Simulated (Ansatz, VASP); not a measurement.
**KF in VASP and in Ansatz**

INCAR

```
SYSTEM = KF
PREC = Accurate ; ENCUT = 520
EDIFF = 1E-6 ; ISMEAR = 0
SIGMA = 0.02 ; LREAL = .FALSE.
LASPH = .TRUE. ; NELM = 100
ALGO = Normal ; ISIF = 2
LWAVE = .FALSE. ; LCHARG = .FALSE.
GGA = PE ; NBANDS = 15
```

KPOINTS

```
Automatic mesh
0
G
  8 8 8
  0 0 0
```

POSCAR

```
KF
1.0
    0.0000000000      2.6261686321      2.6261686321
    2.6261686321      0.0000000000      2.6261686321
    2.6261686321      2.6261686321      0.0000000000
K F
1 1
Direct
    0.0000000000      0.0000000000      0.0000000000
    0.5000000000      0.5000000000      0.5000000000
```

Input for Ansatz:

```yaml
crystal:
  lattice:
    - [0.0, 2.6261686321, 2.6261686321]
    - [2.6261686321, 0.0, 2.6261686321]
    - [2.6261686321, 2.6261686321, 0.0]
  atoms:
    - { symbol: K, position: [0.0, 0.0, 0.0] }
    - { symbol: F, position: [0.5, 0.5, 0.5] }
basis:
  ecutwfc: 420
kpoints:
  mp_grid: { grid: [8, 8, 8] }
hamiltonian:
  xc: pbe
scf:
  occupations: { method: gaussian, width: 0.02 }
output:
  forces: true
  stress: true
  eigenvalues: true
```

Alike in both runs: task single point; functional PBE; k mesh 8 × 8 × 8; occupations gaussian, width 0.02 eV; no spin polarisation.

```csv
,VASP,Ansatz
version,VASP 6.6.1,Ansatz 0.2.0
potentials or method,"VASP PAW PBE potentials, release 64 (K_sv, F), cutoff 520 eV","scalar-relativistic, plane waves, PAW"
valence electrons in the cell,16,16
```

Ansatz gave:

| Property | Result |
| --- | --- |
| gap on the k mesh at the Fermi level (eV) | 6.46 |
| least direct gap on the mesh (eV) | 6.46 |
| pressure (GPa) | 3.4 |

Question: Estimate VASP's values.

Answer: gap on the k mesh at the Fermi level (eV): 6.45; least direct gap on the mesh (eV): 6.45; pressure (GPa): 3.5.

The functional is the same, so the differences come from potentials, cutoffs and numerics.
